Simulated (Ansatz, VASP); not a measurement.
# Two plane-wave programs on Au

```
Au
1.0
     2.89029    0.00000    0.00000
    -1.44515    2.50307    0.00000
     0.00000    0.00000    4.86472
Au
2
Direct
  0.34852 0.66490 0.75302
  0.65148 0.33510 0.24698
```

Change from the starting cell: all atoms moved at random, sigma 0.05 Å a component.

Alike in both runs: task single point; functional r2SCAN; k mesh 12 × 12 × 8; occupations gaussian, width 0.15 eV; no spin polarisation.

|  | VASP | Ansatz |
| --- | --- | --- |
| version | VASP 6.6.1 | Ansatz 0.2.0 |
| potentials or method | VASP PAW PBE potentials, release 64 (Au), cutoff 520 eV | scalar-relativistic, plane waves, PAW |
| valence electrons in the cell | 22 | 38 |

Ansatz gave:

```
gap on the k mesh at the Fermi level (eV)                     : none
pressure (GPa)                                                : 0.3
traceless stress, the component that is largest in VASP (GPa) : -0.79
rms of the force components (eV/Å)                            : 0.117
```

Task: What did VASP give for the same quantities?

Result: gap on the k mesh at the Fermi level (eV): none; pressure (GPa): 0.5; traceless stress, the component that is largest in VASP (GPa): -0.82; rms of the force components (eV/Å): 0.118.

VASP's potentials were made for PBE, not for r2SCAN. Atom by atom the forces differ by 0.002 eV/Å (rms over components). A gap of «none» marks a metal or a gap that the smearing closes. The functional is the same, so the differences come from potentials, cutoffs and numerics. VASP's potentials hold 22 valence electrons a cell and Ansatz's 38, so a difference there can come from the potentials and not from the codes.

Neither program's run includes spin-orbit coupling.
